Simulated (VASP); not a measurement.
# Sr2C (Fm-3m) in VASP: a series of runs

Aim: see how the results for Sr2C move with the level of theory and the settings. Levels: LDA, r2SCAN, PBE. Tasks: relaxation of cell and atoms, single point.

Everything below comes from runs of VASP 6.6.1. Logs are shortened: lines on timing, memory, paths and dates and some standing lists are left out, and cuts for length are marked.

### 1 The cell of the first run

It takes space group Fm-3m (No. 225, cubic). Conventional cell: a = 6.740 Å, b = 6.740 Å, c = 6.740 Å, α = 90.00°, β = 90.00°, γ = 90.00°. C (site symmetry m-3m) has 8 Sr at 2.92 Å within 3.8 Å. Sr (site symmetry -43m) has 4 C at 2.92 Å and 6 Sr at 3.37 Å within 3.8 Å.

### 2 Relaxation of cell and atoms, LDA

The input, INCAR:

```
  PREC = Accurate
  ENCUT = 600
  EDIFF = 1E-7
  ISMEAR = -1
  SIGMA = 0.02
  LREAL = False
  LASPH = True
  NELM = 60
  ALGO = Normal
  ISIF = 3
  LWAVE = False
  LCHARG = False
  IBRION = 2
  NSW = 80
  EDIFFG = -0.005
```

The input, KPOINTS:

```
Automatic mesh
0
Gamma
  6 6 6
```

The input, POSCAR:

```
Sr2C
1.0
    0.0000000000      3.3700854238      3.3700854238
    3.3700854238      0.0000000000      3.3700854238
    3.3700854238      3.3700854238      0.0000000000
C Sr
1 2
Direct
    0.0000000000      0.0000000000      0.0000000000
    0.2500000000      0.2500000000      0.2500000000
    0.7500000000      0.7500000000      0.7500000000
```

Potentials or basis: VASP PAW LDA potentials, release 64 (C, Sr_sv).

Launch:

```console
$ cat potpaw_LDA.64/C/POTCAR potpaw_LDA.64/Sr_sv/POTCAR > POTCAR
$ mpirun -np 1 vasp_std > vasp.out
```

OUTCAR:

```text
PREC = Accurate
   ENCUT = 600
   EDIFF = 1E-7
   ISMEAR = -1
   LREAL = False
   LASPH = True
   NELM = 60
   ISIF = 3
   IBRION = 2
   NSW = 80
   EDIFFG = -0.005

 ion  position               nearest neighbor table
   1  0.000  0.000  0.000-   2 2.92   3 2.92   3 2.92   3 2.92   3 2.92   2 2.92   2 2.92   2 2.92

   2  0.250  0.250  0.250-   1 2.92   1 2.92   1 2.92   1 2.92   3 3.37   3 3.37   3 3.37   3 3.37
                             3 3.37   3 3.37
   3  0.750  0.750  0.750-   1 2.92   1 2.92   1 2.92   1 2.92   2 3.37   2 3.37   2 3.37   2 3.37
                             2 3.37   2 3.37

  LATTYP: Found a face centered cubic cell.
 ALAT       =     6.7401708476

  Lattice vectors:

 A1 = (   0.0000000000,   3.3700854238,   3.3700854238)
 A2 = (   3.3700854238,   0.0000000000,   3.3700854238)
 A3 = (   3.3700854238,   3.3700854238,   0.0000000000)

Analysis of symmetry for initial positions (statically):
=====================================================================
 Subroutine PRICEL returns:
 Original cell was already a primitive cell.

 Routine SETGRP: Setting up the symmetry group for a
 face centered cubic supercell.

 Subroutine GETGRP returns: Found 48 space group operations
 (whereof 48 operations were pure point group operations)
 out of a pool of 48 trial point group operations.

The static configuration has the point symmetry O_h .

Analysis of symmetry for dynamics (positions and initial velocities):
=====================================================================
 Subroutine PRICEL returns:
 Original cell was already a primitive cell.

 Routine SETGRP: Setting up the symmetry group for a
 face centered cubic supercell.

 Subroutine GETGRP returns: Found 48 space group operations
 (whereof 48 operations were pure point group operations)
 out of a pool of 48 trial point group operations.

The dynamic configuration has the point symmetry O_h .

 Subroutine INISYM returns: Found 48 space group operations
 (whereof 48 operations are pure point group operations),
 and found     1 'primitive' translations

----------------------------------------------------------------------------------------

                                     Primitive cell

  volume of cell :      76.5513

  direct lattice vectors                    reciprocal lattice vectors
     0.000000000  3.370085424  3.370085424    -0.148364192  0.148364192  0.148364192
     3.370085424  0.000000000  3.370085424     0.148364192 -0.148364192  0.148364192
[... 67 lines left out ...]
   NGXF,Y,Z  is equivalent  to a cutoff of  27.91, 27.91, 27.91 a.u.
 SYSTEM =  unknown system
   PREC   = accura    normal or accurate (medium, high low for compatibility)
   ISTART =      0    job   : 0-new  1-cont  2-samecut
   ICHARG =      2    charge: 1-file 2-atom 10-const
   ISPIN  =      1    spin polarized calculation?
   LNONCOLLINEAR =      F non collinear calculations
   LSORBIT =      F    spin-orbit coupling
   LASPH  =      T    aspherical Exc in radial PAW
   ENCUT  =  600.0 eV  44.10 Ry    6.64 a.u.   9.52  9.52  9.52*2*pi/ulx,y,z
   NELM   =     60;   NELMIN=  2; NELMDL= -5     # of ELM steps
   EDIFF  = 0.1E-06   stopping-criterion for ELM
   LREAL  =      F    real-space projection
   EDIFFG = -.5E-02   stopping-criterion for IOM
   NSW    =     80    number of steps for IOM
   IBRION =      2    ionic relax: 0-MD 1-quasi-New 2-CG
   NFREE  =      1    steps in history (QN), initial steepest desc. (CG)
   ISIF   =      3    stress and relaxation
   ISYM   =      2    0-nonsym 1-usesym 2-fastsym
   POTIM  = 0.5000    time-step for ionic-motion
   TEBEG  =    0.0;   TEEND  =   0.0 temperature during run
   PSTRESS=    0.0 pullay stress
   NELECT =      24.0000    total number of electrons
   NUPDOWN=      -1.0000    fix difference up-down
   EMIN   =  10.00;   EMAX   =-10.00  energy-range for DOS
   EFERMI =   0.00;   METHOD = LEGACY
   ISMEAR =    -1;   SIGMA  =   0.02  broadening in eV -4-tet -1-fermi 0-gaus
   EFERMI_NEDOS =   21; number of points for ismear=-14 and -15
   IALGO  =     38    algorithm
   IMIX   =      4    mixing-type and parameters
     AMIX     =   0.40;   BMIX     =  1.00
     AMIX_MAG =   1.60;   BMIX_MAG =  1.00
  volume/ion in A,a.u.               =      25.52       172.20
  Fermi-wavevector in a.u.,A,eV,Ry     =   1.112144  2.101647 16.828559  1.236864
  Thomas-Fermi vector in A             =   2.248715
   LORBIT       =      0    0 simple, 1 ext, 2 COOP (PROOUT), +10 PAW based schemes
   GGA     = CA    functional components
   LHFCALC =     F    Hartree Fock is set to
   AEXX    =    0.0000 exact exchange contribution
   IVDW    =     0    specifies the selected vdW correction
   LEPSILON=     F    determine dielectric tensor
   LRPA    =     F    only Hartree local field effects (RPA)
 conjugate gradient relaxation of ions
 non-spin polarized calculation
  energy-cutoff  :      600.00
  volume of cell :       76.55
 maximum number of plane-waves:      2637
 NGX is ok and might be reduce to    40
   NGX = 19   NGY = 19   NGZ = 19

--------------------------------------- Ionic step        1  -------------------------------------------

 number of electron      24.0000000 magnetization

 Free energy of the ion-electron system (eV)
  ---------------------------------------------------
  ext. energy  EPLUGINS =         0.00000000
  ---------------------------------------------------
  free energy    TOTEN  =       -12.25884953 eV

  energy without entropy =      -12.25748711  energy(sigma->0) =      -12.25816832

------------------------ aborting loop because EDIFF is reached ----------------------------------------

  FORCE on cell =-STRESS in cart. coord.  units (eV):
  Direction    XX          YY          ZZ          XY          YZ          ZX
  --------------------------------------------------------------------------------------
  -------------------------------------------------------------------------------------
  Total       -1.6910363     -1.6910363     -1.6910363     -0.0000000     -0.0000000      0.0000000
  in kB      -35.3924626    -35.3924626    -35.3924626     -0.0000000     -0.0000000      0.0000000
  external PRESSURE =     -35.3924626 kB  Pullay stress =       0.0000000 kB
[... 61 lines left out ...]
--------------------------------------- Ionic step        3  -------------------------------------------

 number of electron      24.0000000 magnetization

 Free energy of the ion-electron system (eV)
  ---------------------------------------------------
  ext. energy  EPLUGINS =         0.00000000
  ---------------------------------------------------
  free energy    TOTEN  =       -12.34261797 eV

  energy without entropy =      -12.34181420  energy(sigma->0) =      -12.34221608

 E-fermi :   3.2677     XC(G=0):  -9.7952

 val. band max:        3.1286851721   @ k =   0.5000   0.5000   0.0000
 cond. band min:       3.2678276352   @ k =   0.5000   0.5000   0.0000
 fundamental gap:      0.1391424630
 Fermi energy:         3.2676547203

 k-point     1 :       0.0000    0.0000    0.0000
  band No.  band energies     occupation
      1     -31.8308      2.00000
      2     -31.4476      2.00000
      3     -14.2413      2.00000
      4     -14.2413      2.00000
      5     -14.2413      2.00000
      6     -13.4060      2.00000
[... 323 lines left out ...]
  FREE ENERGIE OF THE ION-ELECTRON SYSTEM (eV)
  ---------------------------------------------------
  free  energy   TOTEN  =       -12.3426179679 eV

  energy  without entropy=      -12.3418141952  energy(sigma->0) =      -12.34221608

 reached required accuracy - stopping structural energy minimisation
```

OSZICAR:

```text
N       E                     dE             d eps       ncg     rms          rms(c)
DAV:   1     0.132553854095E+03    0.13255E+03   -0.12813E+04   512   0.151E+03
DAV:   2    -0.474113560970E+01   -0.13729E+03   -0.13524E+03   576   0.297E+02
DAV:   3    -0.154250334734E+02   -0.10684E+02   -0.10674E+02   976   0.662E+01
[... 31 lines left out ...]
DAV:   5    -0.123424764030E+02   -0.35848E-03   -0.22346E-04   840   0.738E-02    0.136E-01
DAV:   6    -0.123426134114E+02   -0.13701E-03   -0.65538E-04   808   0.132E-01    0.283E-02
DAV:   7    -0.123426182778E+02   -0.48663E-05   -0.15781E-05   728   0.289E-02    0.781E-03
DAV:   8    -0.123426179233E+02    0.35443E-06   -0.16313E-06   712   0.702E-03    0.185E-03
DAV:   9    -0.123426179679E+02   -0.44625E-07   -0.30425E-07   608   0.305E-03
   3 F= -.12342618E+02 E0= -.12342216E+02  d E =-.837684E-01
```

CONTCAR:

```text
Sr2C
   1.00000000000000
    -0.0000000000000000    3.2649759306982165    3.2649759306982165
     3.2649759306982165   -0.0000000000000000    3.2649759306982165
     3.2649759306982165    3.2649759306982165    0.0000000000000000
  C               Sr
     1     2
Direct
     0.0000000000000000    0.0000000000000000    0.0000000000000000
     0.2500000000000000    0.2500000000000000    0.2500000000000000
     0.7500000000000000    0.7500000000000000    0.7500000000000000

  0.00000000E+00  0.00000000E+00  0.00000000E+00
  0.00000000E+00  0.00000000E+00  0.00000000E+00
  0.00000000E+00  0.00000000E+00  0.00000000E+00
```

Run time: 62 s. Hardware: 1 thread of AMD EPYC 9R14 (Zen 4), shared host; peak memory 0.17 GiB.

What came out:

```
Free energy                           : -12.3426 eV
Relaxed volume                        : 23.20 Å³/atom
Relaxed cell                          : a = 4.617 Å, b = 4.617 Å, c = 4.617 Å, α = 60.00°, β = 60.00°, γ = 60.00°
Space group after relaxing (to 0.1 Å) : Fm-3m (No. 225)
Energy gained by relaxing             : 27.9 meV/atom
Ionic steps                           : 3
Pressure after relaxing               : 0.0 GPa
Band gap on the k mesh                : zero (filled and empty bands touch)
```

Step by step:
```csv
step,energy change (eV),largest force (eV/Å),pressure (GPa),volume (Å³)
1,0.0000,0.0000,-3.54,76.55
2,-0.0822,0.0000,-0.57,70.47
3,-0.0838,0.0000,-0.02,69.61
```

Final structure:
```xyz
3
Lattice="0.0000 3.2650 3.2650 3.2650 0.0000 3.2650 3.2650 3.2650 0.0000" Properties=species:S:1:pos:R:3 pbc="T T T"
C     0.0000    0.0000    0.0000
Sr    1.6325    1.6325    1.6325
Sr    4.8975    4.8975    4.8975
```

### 3 Relaxation of cell and atoms, r2SCAN

POSCAR is that of step 2.

The input, INCAR.step1:

```
  PREC = Accurate
  ENCUT = 600
  ISMEAR = -1
  SIGMA = 0.02
  LREAL = False
  LASPH = True
  NELM = 100
  GGA = PE
  ALGO = Normal
  EDIFF = 1E-4
  LWAVE = True
  LCHARG = False
```

The input, INCAR.step2:

```
  PREC = Accurate
  ENCUT = 600
  EDIFF = 1E-7
  ISMEAR = -1
  SIGMA = 0.02
  LREAL = False
  LASPH = True
  NELM = 100
  ALGO = Normal
  ISIF = 3
  LWAVE = False
  LCHARG = False
  METAGGA = R2SCAN
  LMIXTAU = True
  IBRION = 2
  NSW = 80
  EDIFFG = -0.005
  ISTART = 1
```

KPOINTS is that of step 2.

Potentials or basis: VASP PAW PBE potentials, release 64 (C, Sr_sv).

Launch:

```console
$ cat potpaw_PBE.64/C/POTCAR potpaw_PBE.64/Sr_sv/POTCAR > POTCAR
$ cp INCAR.step1 INCAR
$ mpirun -np 1 vasp_std > vasp.out
$ cp INCAR.step2 INCAR
$ mpirun -np 1 vasp_std > vasp.out
```

Run time: 3.7 min. Hardware: 1 thread of AMD EPYC 9R14 (Zen 4), shared host; peak memory 0.23 GiB.

Results (log left out):

* Free energy: -38.6066 eV
* Relaxed volume: 25.42 Å³/atom
* Relaxed cell: a = 4.760 Å, b = 4.760 Å, c = 4.760 Å, α = 60.00°, β = 60.00°, γ = 60.00°
* Space group after relaxing (to 0.1 Å): Fm-3m (No. 225)
* Energy gained by relaxing: 0.1 meV/atom
* Ionic steps: 2
* Pressure after relaxing: 0.0 GPa
* Band gap on the k mesh: 0.07 eV

Step by step:
| step | energy change (eV) | largest force (eV/Å) | pressure (GPa) | volume (Å³) |
| --- | --- | --- | --- | --- |
| 1 | 0.0000 | 0.0000 | -0.16 | 76.55 |
| 2 | -0.0002 | 0.0000 | -0.02 | 76.27 |

Final structure:
```yaml
crystal:
  lattice:
    - [0.00000, 3.36602, 3.36602]
    - [3.36602, 0.00000, 3.36602]
    - [3.36602, 3.36602, 0.00000]
  atoms:
    - { symbol: C, position: [0.00000, 0.00000, 0.00000] }
    - { symbol: Sr, position: [0.25000, 0.25000, 0.25000] }
    - { symbol: Sr, position: [0.75000, 0.75000, 0.75000] }
```

Levels at points of the mesh, in eV from the valence-band top:
```csv
k point,band 8,band 9,band 10,band 11,band 12,band 13,band 14,band 15,band 16
"(0.00, 0.00, 0.00)",-17.78,-8.79,-1.44,-1.44,-1.44,0.17,1.54,1.54,5.56
"(0.50, 0.00, 0.00)",-18.12,-8.30,-1.62,-0.60,-0.60,2.23,2.95,2.95,4.06
"(0.50, 0.50, 0.00)",-17.60,-8.23,-1.97,0.00,0.00,0.06,2.46,2.57,5.01
```

Caveat: the PAW data sets were made with another functional, which shifts forces and pressure a little.

### 4 Single point, PBE, non-collinear spin, zero start, spin-orbit coupling

This run uses another cell than the first one, of 25.29 Å³/atom.

The input, INCAR:

```
SYSTEM = Sr2C
PREC = Accurate ; ENCUT = 520
EDIFF = 1E-7 ; ISMEAR = -1
SIGMA = 0.02 ; LREAL = .FALSE.
LASPH = .TRUE. ; NELM = 150
ALGO = Normal ; ISIF = 2
LWAVE = .FALSE. ; LCHARG = .FALSE.
MAGMOM = 0 0 0 0 0 0 0 0 0 ; LORBIT = 11
LSORBIT = .TRUE. ; GGA_COMPAT = .FALSE.
LORBMOM = .TRUE. ; GGA = PE
NBANDS = 37
```

The input, KPOINTS:

```
Automatic mesh
0
G
  6 6 6
  0 0 0
```

The input, POSCAR:

```
Sr2C
1.0
    0.0000000000      3.3601424637      3.3601424637
    3.3601424637      0.0000000000      3.3601424637
    3.3601424637      3.3601424637      0.0000000000
C Sr
1 2
Direct
    0.0000000000      0.0000000000      0.0000000000
    0.2500000000      0.2500000000      0.2500000000
    0.7500000000      0.7500000000      0.7500000000
```

Launch:

```console
$ cat potpaw_PBE.64/C/POTCAR potpaw_PBE.64/Sr_sv/POTCAR > POTCAR
$ mpirun -np 1 vasp_ncl > vasp.out
```

Wall time 1.8 min (1 thread of AMD EPYC 9R14 (Zen 4), shared host); peak memory 0.39 GiB.

Results (log left out):

```
Free energy                                           : -10.7995 eV
Pressure                                              : 0.5 GPa
Net moment                                            : 0.00 μB per cell
Valence electrons inside the program's atomic spheres : C 2.15; Sr 8.09
```

Moments on the atoms (μB; x, y, z):
```
C   0.00 0.00 0.00
Sr  0.00 0.00 0.00
Sr  0.00 0.00 0.00
```

### 5 Overview

| task | level | potentials or basis | spin | cell | cutoff (eV) | gap on the mesh (eV) | pressure (GPa) | relaxed volume (Å³/atom) |
| --- | --- | --- | --- | --- | --- | --- | --- | --- |
| relaxation of cell and atoms | LDA | VASP PAW LDA potentials, release 64 (C, Sr_sv) | off | relaxed from a = 4.766 Å, angles 60.0°, 3 atoms | 600 | none | 0.0 | 23.20 |
| relaxation of cell and atoms | r2SCAN | VASP PAW PBE potentials, release 64 (C, Sr_sv) | off | relaxed from a = 4.766 Å, angles 60.0°, 3 atoms | 600 | 0.07 | 0.0 | 25.42 |
| single point | PBE | VASP PAW PBE potentials, release 64 (C, Sr_sv) | non-collinear, zero start, SOC | a = 4.752 Å, angles 60.0°, 3 atoms | 520 | - | 0.5 | - |

Alike in all rows: k mesh 6 × 6 × 6; smearing fermi-dirac 0.02 eV.

Caveats: the PAW data sets were made with another functional, which shifts forces and pressure a little (at least some runs).

Total energies depend on the potentials used, so only differences within one code and one set of settings carry meaning.
